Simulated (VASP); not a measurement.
Here is a VASP 6.6.1 calculation.

The input INCAR:

```
PREC     = Accurate       # precision mode
ENCUT    = 520            # plane-wave cutoff, eV
EDIFF    = 1E-6           # SCF threshold, eV
ISMEAR   = 0              # smearing method
SIGMA    = 0.05           # smearing width, eV
LREAL    = F              # projectors in reciprocal space
LASPH    = T              # aspherical terms in the spheres
NELM     = 150            # most SCF steps
ALGO     = Normal         # electronic algorithm
ISIF     = 2              # what is computed and relaxed
LWAVE    = F              # write WAVECAR
LCHARG   = F              # write CHGCAR
ISPIN    = 2              # spin polarisation
MAGMOM   = 1.86 0 0 0     # initial moments
LORBIT   = 11             # projections on sites
LMAXMIX  = 4              # l up to which the mixer works
LDAU     = T              # DFT+U
LDAUTYPE = 2            
LDAUL    = 2 -1           # shell
LDAUU    = 2 0            # U, eV
LDAUJ    = 0 0          
LDAUPRINT= 1            
GGA      = PE             # functional
NBANDS   = 26             # bands
```

The input KPOINTS:

```
Automatic mesh
0
Gamma
  6 6 6
```

POSCAR

```
OsCl3
1.0
    4.8189849265      0.0000000000      0.0000000000
    0.0000000000      4.8189849265      0.0000000000
    0.0000000000      0.0000000000      4.8189849265
Os Cl
1 3
Direct
    0.0000000000      0.0000000000      0.0000000000
    0.5000000000      0.0000000000      0.0000000000
    0.0000000000      0.0000000000      0.5000000000
    0.0000000000      0.5000000000      0.0000000000
```

Potentials or basis: VASP PAW PBE potentials, release 64 (Os, Cl).

The run is started by

```console
$ cat potpaw_PBE.64/Os/POTCAR potpaw_PBE.64/Cl/POTCAR > POTCAR
$ mpirun -np 1 vasp_std > vasp.out
```

Q: Estimate the site moments.

A: Os +2.75; Cl +0.12 μB.

Q: Predict the net moment.

A: 3.08 μB per cell.

Q: Estimate the pressure.

A: 1.1 GPa.

Eigenvalues of the final occupation matrices:
```csv
site,spin,trace,eigenvalues
site 1 d,1,4.37,0.74 0.74 0.96 0.96 0.96
site 1 d,2,1.69,0.29 0.29 0.37 0.37 0.37
```

Caveat: spin-orbit coupling is left out, which moves the levels of the heavy elements.
